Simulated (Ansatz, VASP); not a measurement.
## Two plane-wave programs on Sb

INCAR

```
  PREC = Accurate
  ENCUT = 520
  EDIFF = 1E-8
  ISMEAR = -1
  SIGMA = 0.05
  LREAL = False
  LASPH = True
  NELM = 100
  ALGO = Normal
  ISIF = 2
  LWAVE = False
  LCHARG = False
  GGA = PE
  LEFG = True
  NBANDS = 12
```

KPOINTS

```
regular mesh
0
Gamma
  9 9 9
```

Contents of POSCAR:

```
Sb
1.0
    2.1325272058      1.2312151563      3.7125363276
   -2.1325272058      1.2312151563      3.7125363276
    0.0000000000     -2.4624303126      3.7125363276
Sb
2
Direct
    0.2336400000      0.2336400000      0.2336400000
    0.7663600000      0.7663600000      0.7663600000
```

Input for Ansatz:

```yaml
crystal:
  lattice:
    - [2.1325272058, 1.2312151563, 3.7125363276]
    - [-2.1325272058, 1.2312151563, 3.7125363276]
    - [0.0, -2.4624303126, 3.7125363276]
  atoms:
    - { symbol: Sb, position: [0.23364, 0.23364, 0.23364] }
    - { symbol: Sb, position: [0.76636, 0.76636, 0.76636] }
kpoints:
  mp_grid: { grid: [9, 9, 9] }
scf:
  occupations: { method: fermi_dirac, width: 0.05 }
hamiltonian:
  xc: pbe
  pseudopotentials: { kind: paw }
output:
  forces: true
  stress: true
  eigenvalues: true
  efg: { contact_densities: true }
  write_density: true
  write_potential: true
  elf: true
  volumetric_format: npy
```

Change from the starting cell: volume scaled by 0.975, PAW files.

Alike in both runs: task electric field gradients; functional PBE; k mesh 9 × 9 × 9; occupations fermi-dirac, width 0.05 eV; no spin polarisation.

|  | VASP | Ansatz |
| --- | --- | --- |
| version | VASP 6.6.1 | Ansatz 0.2.0 |
| potentials or method | VASP PAW PBE potentials, release 64 (Sb) | PAW with Ansatz's default frozen-core files, scalar-relativistic |
| plane-wave cutoff (eV) | 520 | 420 |
| valence electrons in the cell | 10 | 30 |

VASP gave:

```
pressure (GPa)                                                : 4.9
traceless stress, the component that is largest in VASP (GPa) : -0.57
rms of the force components (eV/Å)                            : 0.225
size of Vzz on the site where it differs most (V/Å²)          : 46.1
```

Problem. Which values does Ansatz return?

Solution. Pressure (GPa): 4.8; traceless stress, the component that is largest in VASP (GPa): -0.52; rms of the force components (eV/Å): 0.196; size of Vzz on the site where it differs most (V/Å²): 50.3.

Atom by atom the forces differ by 0.029 eV/Å (rms over components). VASP's potentials hold 10 valence electrons a cell and Ansatz's 30, so a difference there can come from the potentials and not from the codes.

Neither program's run includes spin-orbit coupling.
